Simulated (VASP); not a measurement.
# BaTiO3 (R3m) in VASP: a series of runs

The runs below take BaTiO3 through single point, with PBE.

Program: VASP 6.6.1. These are calculated values, not measurements. Logs are shortened: lines on timing, memory, paths and dates and some standing lists are left out, and cuts for length are marked.

## (1) The cell of the first run

The structure is trigonal, space group R3m (No. 160). The conventional cell has a = 5.674 Å, b = 5.674 Å, c = 6.984 Å, α = 90.00°, β = 90.00°, γ = 120.00°. Ba (site symmetry 3m) has 12 O at 2.77 to 2.92 Å and 8 Ti at 3.40 to 3.58 Å within 3.7 Å. Ti (site symmetry 3m) has 6 O at 1.88 to 2.15 Å within 2.5 Å. Within 2.5 Å of O (site symmetry m) lie 2 Ti at 1.88 to 2.15 Å.

## (2) Single point, PBE (12.98 Å³/atom)

The input, INCAR:

```
PREC = Accurate ; ENCUT = 1340
EDIFF = 1E-6 ; ISMEAR = 0
SIGMA = 0.02 ; LREAL = False
LASPH = True ; NELM = 120
ALGO = Normal ; ISIF = 2
LWAVE = False ; LCHARG = False
GGA = PE ; NBANDS = 28
GGA_COMPAT = False
```

The input, KPOINTS:

```
regular mesh
0
Gamma
  6 6 6
```

The input, POSCAR:

```
BaTiO3
1.0
    2.8367789675      1.6378151006      2.3279387388
   -2.8367789675      1.6378151006      2.3279387388
    0.0000000000     -3.2756302011      2.3279387388
Ba Ti O
1 1 3
Direct
    0.0027698596      0.0027698596      0.0027698596
    0.5153180029      0.5153180029      0.5153180029
    0.4894140141      0.4894140141      0.9817841594
    0.4894140141      0.9817841594      0.4894140141
    0.9817841594      0.4894140141      0.4894140141
```

Potentials or basis: VASP PAW PBE potentials, release 64 (Ba_sv, Ti_sv, O_h).

On the command line:

```bash
cat potpaw_PBE.64/Ba_sv/POTCAR potpaw_PBE.64/Ti_sv/POTCAR potpaw_PBE.64/O_h/POTCAR > POTCAR
mpirun -np 1 vasp_std > vasp.out
```

OUTCAR:

```text
PREC = Accurate
   ENCUT = 1340
   EDIFF = 1E-6
   ISMEAR = 0
   LREAL = False
   LASPH = True
   NELM = 120
   ISIF = 2
   GGA = PE

 ion  position               nearest neighbor table
   1  0.003  0.003  0.003-   4 2.77   5 2.77   3 2.77   3 2.84   3 2.84   4 2.84   5 2.84   5 2.84
                             4 2.84   5 2.92   4 2.92   3 2.92   2 3.40   2 3.45   2 3.45   2 3.45
   2  0.515  0.515  0.515-   4 1.88   5 1.88   3 1.88   4 2.15   5 2.15   3 2.15   1 3.40   1 3.45
                             1 3.45   1 3.45   1 3.51   1 3.51   1 3.51   1 3.58
   3  0.489  0.489  0.982-   2 1.88   2 2.15   1 2.77   1 2.84   1 2.84   1 2.92
   4  0.489  0.982  0.489-   2 1.88   2 2.15   1 2.77   1 2.84   1 2.84   1 2.92
   5  0.982  0.489  0.489-   2 1.88   2 2.15   1 2.77   1 2.84   1 2.84   1 2.92

  LATTYP: Found a trigonal (rhomboedric) cell.
 ALAT       =     4.0185883076
 COS(alpha) =     0.0033699913

  Lattice vectors:

 A1 = (   2.8367789675,   1.6378151006,   2.3279387388)
 A2 = (  -2.8367789675,   1.6378151006,   2.3279387388)
 A3 = (   0.0000000000,  -3.2756302011,   2.3279387388)

Analysis of symmetry for initial positions (statically):
=====================================================================
 Subroutine PRICEL returns:
 Original cell was already a primitive cell.

 Routine SETGRP: Setting up the symmetry group for a
 trigonal (rhombohedral) supercell.

 Subroutine GETGRP returns: Found  6 space group operations
 (whereof  6 operations were pure point group operations)
 out of a pool of 12 trial point group operations.

The static configuration has the point symmetry C_3v.

Analysis of symmetry for dynamics (positions and initial velocities):
=====================================================================
 Subroutine PRICEL returns:
 Original cell was already a primitive cell.

 Routine SETGRP: Setting up the symmetry group for a
 trigonal (rhombohedral) supercell.

 Subroutine GETGRP returns: Found  6 space group operations
 (whereof  6 operations were pure point group operations)
 out of a pool of 12 trial point group operations.

The dynamic configuration has the point symmetry C_3v.

 Subroutine INISYM returns: Found  6 space group operations
 (whereof  6 operations are pure point group operations),
 and found     1 'primitive' translations

----------------------------------------------------------------------------------------

                                     Primitive cell

  volume of cell :      64.8953

  direct lattice vectors                    reciprocal lattice vectors
     2.836778967  1.637815101  2.327938739     0.176256242  0.101761589  0.143188190
    -2.836778967  1.637815101  2.327938739    -0.176256242  0.101761589  0.143188190
     0.000000000 -3.275630201  2.327938739     0.000000000 -0.203523177  0.143188190

  length of vectors
     4.018588308  4.018588308  4.018588308     0.248846421  0.248846421  0.248846421

  position of ions in fractional coordinates (direct lattice)
     0.002769860  0.002769860  0.002769860
     0.515318003  0.515318003  0.515318003
     0.489414014  0.489414014  0.981784159
     0.489414014  0.981784159  0.489414014
     0.981784159  0.489414014  0.489414014

  ion indices of the primitive-cell ions
   primitive index   ion index
                 1           1
                 2           2
                 3           3
                 4           4
                 5           5

----------------------------------------------------------------------------------------

 KPOINTS: regular mesh

Automatic generation of k-mesh.
 Grid dimensions read from file:
 generate k-points for:    6    6    6

 Generating k-lattice:

  Cartesian coordinates                     Fractional coordinates (reciprocal lattice)
     0.029376040  0.016960265  0.023864698     0.166666667 -0.000000000 -0.000000000
    -0.029376040  0.016960265  0.023864698    -0.000000000  0.166666667 -0.000000000
     0.000000000 -0.033920530  0.023864698    -0.000000000 -0.000000000  0.166666667

  Length of vectors
     0.041474404  0.041474404  0.041474404

  Shift w.r.t. Gamma in fractional coordinates (k-lattice)
     0.000000000  0.000000000  0.000000000

 Subroutine IBZKPT returns following result:
 ===========================================

 Found     32 irreducible k-points:

 Following reciprocal coordinates:
            Coordinates               Weight
  0.000000  0.000000  0.000000      1.000000
  0.166667  0.000000  0.000000      6.000000
  0.333333 -0.000000  0.000000      6.000000
  0.500000 -0.000000  0.000000      3.000000
  0.166667  0.166667  0.000000      6.000000
  0.333333  0.166667  0.000000     12.000000
[... 16 lines left out ...]
  0.500000  0.500000  0.166667      6.000000
 -0.333333  0.500000  0.166667     12.000000
 [... further k-points ...]
   k-points           NKPTS =     32   k-points in BZ     NKDIM =     32   number of bands    NBANDS=     28
   number of dos      NEDOS =    301   number of ions     NIONS =      5
   total plane-waves  NPLWV = 110592
   dimension x,y,z NGX =    48 NGY =   48 NGZ =   48
   dimension x,y,z NGXF=    96 NGYF=   96 NGZF=   96
   ions per type =               1   1   3
   NGX,Y,Z   is equivalent  to a cutoff of  19.86, 19.86, 19.86 a.u.
   NGXF,Y,Z  is equivalent  to a cutoff of  39.71, 39.71, 39.71 a.u.
 SYSTEM =  unknown system
   PREC   = accura    normal or accurate (medium, high low for compatibility)
   ISTART =      0    job   : 0-new  1-cont  2-samecut
   ICHARG =      2    charge: 1-file 2-atom 10-const
   ISPIN  =      1    spin polarized calculation?
   LNONCOLLINEAR =      F non collinear calculations
   LSORBIT =      F    spin-orbit coupling
   LASPH  =      T    aspherical Exc in radial PAW
   ENCUT  = 1340.0 eV  98.49 Ry    9.92 a.u.  11.99 11.99 11.99*2*pi/ulx,y,z
   NELM   =    120;   NELMIN=  2; NELMDL= -5     # of ELM steps
   EDIFF  = 0.1E-05   stopping-criterion for ELM
   LREAL  =      F    real-space projection
   EDIFFG = 0.1E-04   stopping-criterion for IOM
   NSW    =      0    number of steps for IOM
   IBRION =     -1    ionic relax: 0-MD 1-quasi-New 2-CG
   NFREE  =      0    steps in history (QN), initial steepest desc. (CG)
   ISIF   =      2    stress and relaxation
   ISYM   =      2    0-nonsym 1-usesym 2-fastsym
   POTIM  = 0.5000    time-step for ionic-motion
   TEBEG  =    0.0;   TEEND  =   0.0 temperature during run
   PSTRESS=    0.0 pullay stress
   NELECT =      40.0000    total number of electrons
   NUPDOWN=      -1.0000    fix difference up-down
   EMIN   =  10.00;   EMAX   =-10.00  energy-range for DOS
   EFERMI =   0.00;   METHOD = LEGACY
   ISMEAR =     0;   SIGMA  =   0.02  broadening in eV -4-tet -1-fermi 0-gaus
   EFERMI_NEDOS =   21; number of points for ismear=-14 and -15
   IALGO  =     38    algorithm
   IMIX   =      4    mixing-type and parameters
     AMIX     =   0.40;   BMIX     =  1.00
     AMIX_MAG =   1.60;   BMIX_MAG =  1.00
  volume/ion in A,a.u.               =      12.98        87.59
  Fermi-wavevector in a.u.,A,eV,Ry     =   1.393233  2.632829 26.410247  1.941098
  Thomas-Fermi vector in A             =   2.516899
   LORBIT       =      0    0 simple, 1 ext, 2 COOP (PROOUT), +10 PAW based schemes
   GGA     = PE    functional components
   LHFCALC =     F    Hartree Fock is set to
   AEXX    =    0.0000 exact exchange contribution
   IVDW    =     0    specifies the selected vdW correction
   LEPSILON=     F    determine dielectric tensor
   LRPA    =     F    only Hartree local field effects (RPA)
 non-spin polarized calculation
 Gauss-broadening in eV      SIGMA  =   0.02
  energy-cutoff  :     1340.00
  volume of cell :       64.90
 maximum number of plane-waves:      7247
   NGX = 23   NGY = 23   NGZ = 23

 number of electron      40.0000001 magnetization

 Free energy of the ion-electron system (eV)
  ---------------------------------------------------
  ext. energy  EPLUGINS =         0.00000000
  ---------------------------------------------------
  free energy    TOTEN  =       -40.04829816 eV

  energy without entropy =      -40.04829816  energy(sigma->0) =      -40.04829816

 E-fermi :   4.3043     XC(G=0): -11.1813

 val. band max:        4.0330114162   @ k =   0.5000   0.5000   0.5000
 cond. band min:       6.4270409830   @ k =   0.0000   0.0000   0.0000
 fundamental gap:      2.3940295668
 Fermi energy:         4.3042835081

 k-point     1 :       0.0000    0.0000    0.0000
  band No.  band energies     occupation
      1     -52.2891      2.00000
      2     -28.5388      2.00000
      3     -28.5388      2.00000
      4     -28.5386      2.00000
      5     -20.7862      2.00000
      6     -12.7640      2.00000
[... 20 lines left out ...]
     27       9.1122      0.00000
     28      11.2837      0.00000

 k-point     2 :       0.1667    0.0000    0.0000
  band No.  band energies     occupation
      1     -52.2889      2.00000
      2     -28.5514      2.00000
      3     -28.5384      2.00000
      4     -28.5381      2.00000
      5     -20.7588      2.00000
      6     -12.7819      2.00000
[... 20 lines left out ...]
     27       9.6298      0.00000
     28      11.9311      0.00000

 k-point     3 :       0.3333   -0.0000    0.0000
  band No.  band energies     occupation
      1     -52.2884      2.00000
      2     -28.5765      2.00000
      3     -28.5374      2.00000
      4     -28.5372      2.00000
      5     -20.7030      2.00000
      6     -12.8947      2.00000
[... 20 lines left out ...]
     27      10.8390      0.00000
     28      12.3337      0.00000

 k-point     4 :       0.5000   -0.0000    0.0000
  band No.  band energies     occupation
      1     -52.2881      2.00000
      2     -28.5889      2.00000
      3     -28.5369      2.00000
      4     -28.5367      2.00000
      5     -20.6745      2.00000
      6     -12.9723      2.00000
[... 20 lines left out ...]
     27      11.5890      0.00000
     28      12.2568      0.00000

 k-point     5 :       0.1667    0.1667    0.0000
  band No.  band energies     occupation
      1     -52.2886      2.00000
      2     -28.5510      2.00000
      3     -28.5506      2.00000
      4     -28.5378      2.00000
      5     -20.7340      2.00000
      6     -12.7591      2.00000
[... 20 lines left out ...]
     27      10.1392      0.00000
     28      12.1752      0.00000

 k-point     6 :       0.3333    0.1667    0.0000
  band No.  band energies     occupation
      1     -52.2881      2.00000
      2     -28.5757      2.00000
      3     -28.5496      2.00000
      4     -28.5368      2.00000
      5     -20.6830      2.00000
      6     -12.7992      2.00000
[... 463 lines left out ...]
      5     -20.6242      2.00000
      6     -12.5231      2.00000
[... 20 lines left out ...]
     27      12.1558      0.00000
     28      12.4479      0.00000

 k-point    22 :      -0.1667    0.3333    0.1667
  band No.  band energies     occupation
      1     -52.2879      2.00000
      2     -28.5750      2.00000
      3     -28.5502      2.00000
      4     -28.5480      2.00000
      5     -20.6633      2.00000
      6     -12.7007      2.00000
[... 20 lines left out ...]
     27      11.5031      0.00000
     28      12.4627      0.00000

 k-point    23 :       0.5000    0.5000    0.1667
  band No.  band energies     occupation
      1     -52.2870      2.00000
      2     -28.5851      2.00000
      3     -28.5847      2.00000
      4     -28.5470      2.00000
      5     -20.5869      2.00000
      6     -12.2843      2.00000
[... 20 lines left out ...]
     27      12.5198      0.00000
     28      12.8443      0.00000

 k-point    24 :      -0.3333    0.5000    0.1667
  band No.  band energies     occupation
      1     -52.2872      2.00000
      2     -28.5857      2.00000
      3     -28.5729      2.00000
      4     -28.5475      2.00000
      5     -20.6045      2.00000
      6     -12.4561      2.00000
[... 20 lines left out ...]
     27      12.1689      0.00000
     28      12.6371      0.00000

 [... further k-points ...]

------------------------ aborting loop because EDIFF is reached ----------------------------------------

  FORCE on cell =-STRESS in cart. coord.  units (eV):
  Direction    XX          YY          ZZ          XY          YZ          ZX
  --------------------------------------------------------------------------------------
  -------------------------------------------------------------------------------------
  Total        1.8974759      1.8974759      1.9164465     -0.0000000      0.0000000      0.0000000
  in kB       46.8461252     46.8461252     47.3144841     -0.0000000      0.0000000      0.0000000
  external PRESSURE =      47.0022448 kB  Pullay stress =       0.0000000 kB

 VOLUME and BASIS-vectors are now :
 -----------------------------------------------------------------------------
  energy-cutoff  :     1340.00
  volume of cell :       64.90
      direct lattice vectors                 reciprocal lattice vectors
     2.836778967  1.637815101  2.327938739     0.176256242  0.101761589  0.143188190
    -2.836778967  1.637815101  2.327938739    -0.176256242  0.101761589  0.143188190
     0.000000000 -3.275630201  2.327938739     0.000000000 -0.203523177  0.143188190

 POSITION                                       TOTAL-FORCE (eV/Angst)
 -----------------------------------------------------------------------------------
      0.00000      0.00000      0.01934         0.000000     -0.000000     -0.042049
      0.00000      0.00000      3.59889         0.000000     -0.000000     -0.036981
      0.00000     -1.61282      4.56419         0.000000     -0.011044      0.026343
     -1.39675      0.80641      4.56419        -0.009564      0.005522      0.026343
      1.39675      0.80641      4.56419         0.009564      0.005522      0.026343
 -----------------------------------------------------------------------------------
    total drift:                               -0.000000      0.000000      0.000179

  FREE ENERGIE OF THE ION-ELECTRON SYSTEM (eV)
  ---------------------------------------------------
  free  energy   TOTEN  =       -40.0482981590 eV

  energy  without entropy=      -40.0482981590  energy(sigma->0) =      -40.04829816
```

Wall time 2.3 min (1 thread of Intel Xeon 6975P-C (Granite Rapids), shared host); peak memory 0.48 GiB.

Results:

| Quantity | Value |
| --- | --- |
| Free energy | -40.0483 eV |
| Pressure | 4.7 GPa |
| Largest force | 0.042 eV/Å |
| Band gap on the k mesh | 2.39 eV (least direct gap 2.82 eV) |

Forces in eV/Å, atoms in the order of the input:
```
Ba   0.000  0.000 -0.042
Ti   0.000  0.000 -0.037
O    0.000 -0.011  0.026
O   -0.010  0.006  0.026
O    0.010  0.006  0.026
```

Caveat: the cell stands under pressure; spin-orbit coupling is left out, which moves the levels of the heavy elements.

## (3) Single point, PBE (12.58 Å³/atom)

This run uses another cell than the first one, of 12.58 Å³/atom.

The input, INCAR:

```
PREC     = Accurate       # precision mode
ENCUT    = 1340           # plane-wave cutoff, eV
EDIFF    = 1E-6           # SCF threshold, eV
ISMEAR   = 0              # smearing method
SIGMA    = 0.02           # smearing width, eV
LREAL    = False          # projectors in reciprocal space
LASPH    = True           # aspherical terms in the spheres
NELM     = 120            # most SCF steps
ALGO     = Normal         # electronic algorithm
ISIF     = 2              # what is computed and relaxed
LWAVE    = False          # write WAVECAR
LCHARG   = False          # write CHGCAR
GGA      = PE             # functional
NBANDS   = 28             # bands
GGA_COMPAT= False
```

KPOINTS is that of step 2.

The input, POSCAR:

```
BaTiO3
1.0
    2.8095506270      1.6220948108      2.2998787403
   -2.8095506270      1.6220948108      2.2998787403
    0.0000000000     -3.2441896216      2.2998787403
Ba Ti O
1 1 3
Direct
    0.0006074076      0.0006074076      0.0006074076
    0.5106206221      0.5106206221      0.5106206221
    0.4907098037      0.4907098037      0.9860524129
    0.4907098037      0.9860524129      0.4907098037
    0.9860524129      0.4907098037      0.4907098037
```

Potentials or basis: VASP PAW PBE potentials, release 64 (Ba_sv, Ti_sv, O_h).

On the command line:

```bash
cat potpaw_PBE.64/Ba_sv/POTCAR potpaw_PBE.64/Ti_sv/POTCAR potpaw_PBE.64/O_h/POTCAR > POTCAR
mpirun -np 1 vasp_std > vasp.out
```

Wall time 3.3 min (1 thread of Intel Xeon Platinum 8259CL at 2.50GHz (Skylake/Cascade Lake), shared host); peak memory 0.48 GiB.

The run converged. Its results:

```yaml
Free_energy: -39.9622 eV
Pressure: 9.2 GPa
Largest_force: 0.034 eV/Å
Band_gap_on_the_k_mesh: 2.19 eV (least direct gap 2.48 eV)
```

Forces in eV/Å, atoms in the order of the input:
```
Ba   0.000  0.000 -0.034
Ti   0.000  0.000 -0.023
O    0.000 -0.006  0.019
O   -0.005  0.003  0.019
O    0.005  0.003  0.019
```

Levels at points of the mesh, in eV from the valence-band top:
| k point | band 18 | band 19 | band 20 | band 21 | band 22 | band 23 |
| --- | --- | --- | --- | --- | --- | --- |
| (0.00, 0.00, 0.00) | -0.39 | -0.29 | -0.29 | 2.19 | 2.19 | 2.30 |
| (0.50, 0.00, 0.00) | -1.70 | -0.88 | -0.78 | 2.37 | 3.76 | 3.83 |
| (0.50, 0.50, 0.00) | -0.87 | -0.84 | -0.09 | 3.81 | 3.82 | 4.19 |
| (0.50, 0.50, 0.50) | -0.01 | -0.01 | 0.00 | 4.37 | 4.47 | 4.47 |

Caveat: the cell stands under pressure; spin-orbit coupling is left out, which moves the levels of the heavy elements. A k mesh can miss the band edges.
